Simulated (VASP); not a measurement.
A run of VASP 6.6.1:

INCAR

```
PREC = Accurate ; ENCUT = 600
EDIFF = 1E-6 ; ISMEAR = 0
SIGMA = 0.2 ; LREAL = False
LASPH = True ; NELM = 100
ALGO = Normal ; ISIF = 3
LWAVE = False ; LCHARG = False
GGA = PE ; IBRION = 2
NSW = 36 ; EDIFFG = -0.08
```

File KPOINTS:

```
Automatic mesh
0
Gamma
  6 6 2
```

Contents of POSCAR:

```
Hf5H2
1.0
    3.1500000000      0.0000000000      0.0000000000
   -1.5750000000      2.7279800200      0.0000000000
    0.0000000000      0.0000000000     12.6000000000
Hf H
5 2
Direct
    0.0000000000      0.0000000000      0.0000000000
    0.6666666700      0.3333333300      0.8000000000
    0.3333333300      0.6666666700      0.2000000000
    0.6666666700      0.3333333300      0.4000000000
    0.3333333300      0.6666666700      0.6000000000
    0.0000000000      0.0000000000      0.1500000000
    0.0000000000      0.0000000000      0.8500000000
```

Potentials or basis: VASP PAW PBE potentials, release 64 (Hf_pv, H).

The run is started by

```sh
$ cat potpaw_PBE.64/Hf_pv/POTCAR potpaw_PBE.64/H/POTCAR > POTCAR
$ mpirun -np 1 vasp_std > vasp.out
```

Hardware: 1 thread of Intel(R) Xeon(R) Platinum 8124M CPU @ 3.00GHz (Skylake/Cascade Lake), on a shared host.

**Question.** How long does it take, and how much memory?

**Answer.** Run time: 10 min on 1 thread of Intel(R) Xeon(R) Platinum 8124M CPU @ 3.00GHz (Skylake/Cascade Lake), with other jobs on the host, peak memory 0.31 GiB. Counts: scf iterations 113, k points 14, ion steps 10.
